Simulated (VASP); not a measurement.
**Si: single point with r2SCAN**

Crystal: Si.

```
Si
1.0
     0.00000    2.72273    2.72273
     2.72273    0.00000    2.72273
     2.72273    2.72273    0.00000
Si
2
Direct
  0.50000 0.50000 0.50000
  0.75000 0.75000 0.75000
```

- Program: VASP 6.6.1
- Task: single point
- Functional: r2SCAN
- Potentials or basis: VASP PAW PBE potentials, release 64 (Si)
- Cutoff: 520 eV
- k mesh: 10 × 10 × 10
- Occupations: methfessel-paxton, width 0.03 eV
- Spin: no spin polarisation
- Dipole correction: no
- Further INCAR settings: ALGO = Normal; EDIFF = 1e-06; NBANDS = 11

- Pressure: -0.3 GPa
- Band gap on the k mesh: 0.79 eV, indirect (least direct gap 2.75 eV)

Levels at points of the mesh, in eV from the valence-band top:
```tsv
k point	band 1	band 2	band 3	band 4	band 5	band 6	band 7	band 8
(0.00, 0.00, 0.00)	-12.47	0.00	0.00	0.00	2.75	2.75	2.75	3.89
(0.50, 0.00, 0.00)	-10.04	-7.23	-1.27	-1.27	1.85	3.59	3.59	8.33
(0.50, 0.50, 0.00)	-8.13	-8.13	-2.99	-2.99	0.94	0.94	10.81	10.81
```

Wall time 110 s on 1 thread of Intel Xeon 8259CL (shared host), peak memory 0.16 GiB.

Caveat: the PAW data sets were made with another functional, which shifts forces and pressure a little. A k mesh can miss the band edges.
